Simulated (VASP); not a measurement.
Input of a VASP 6.6.1 run:

Contents of INCAR:

```
SYSTEM = InSe
PREC     = Accurate       ! precision mode
ENCUT    = 600            ! plane-wave cutoff, eV
EDIFF    = 1E-6           ! SCF threshold, eV
ISMEAR   = 0              ! smearing method
SIGMA    = 0.02           ! smearing width, eV
LREAL    = .False.        ! projectors in reciprocal space
LASPH    = .True.         ! aspherical terms in the spheres
NELM     = 80             ! most SCF steps
ALGO     = Normal         ! electronic algorithm
ISIF     = 4              ! what is computed and relaxed
LWAVE    = .False.        ! write WAVECAR
LCHARG   = .False.        ! write CHGCAR
GGA      = PE             ! functional
IVDW     = 12             ! dispersion correction
IBRION   = 2              ! ionic algorithm
NSW      = 50             ! ionic steps
EDIFFG   = -0.01          ! ionic threshold
KPAR     = 4
```

File KPOINTS:

```
regular mesh
0
Gamma
  12 12 2
  0 0 0
```

Contents of POSCAR:

```
InSe
1.0
    4.0995889344      0.0000000000      0.0000000000
   -2.0497944672      3.5503481622      0.0000000000
    0.0000000000      0.0000000000     17.1851181898
In Se
4 4
Direct
    0.3333333333      0.6666666667      0.1675954858
    0.6666666667      0.3333333333      0.6675954858
    0.3333333333      0.6666666667      0.3324045142
    0.6666666667      0.3333333333      0.8324045142
    0.3333333333      0.6666666667      0.5924915567
    0.6666666667      0.3333333333      0.0924915567
    0.3333333333      0.6666666667      0.9075084433
    0.6666666667      0.3333333333      0.4075084433
```

Potentials or basis: VASP PAW PBE potentials, release 64 (In_d, Se).

The run is started by

```sh
$ cat potpaw_PBE.64/In_d/POTCAR potpaw_PBE.64/Se/POTCAR > POTCAR
$ mpirun -np 4 vasp_std > vasp.out
```

What does it give for the band gap on the k mesh?

0.43 eV.

Estimate the dispersion energy per atom.

-0.278 eV.

Final structure:
```yaml
crystal:
  lattice:
    - [4.07280, 0.00000, 0.00000]
    - [-2.03640, 3.52715, 0.00000]
    - [0.00000, 0.00000, 17.41191]
  atoms:
    - { symbol: In, position: [0.33333, 0.66667, 0.16919] }
    - { symbol: In, position: [0.66667, 0.33333, 0.66919] }
    - { symbol: In, position: [0.33333, 0.66667, 0.33081] }
    - { symbol: In, position: [0.66667, 0.33333, 0.83081] }
    - { symbol: Se, position: [0.33333, 0.66667, 0.59578] }
    - { symbol: Se, position: [0.66667, 0.33333, 0.09578] }
    - { symbol: Se, position: [0.33333, 0.66667, 0.90422] }
    - { symbol: Se, position: [0.66667, 0.33333, 0.40422] }
```

Caveat: spin-orbit coupling is left out, which moves the levels of the heavy elements. A k mesh can miss the band edges.
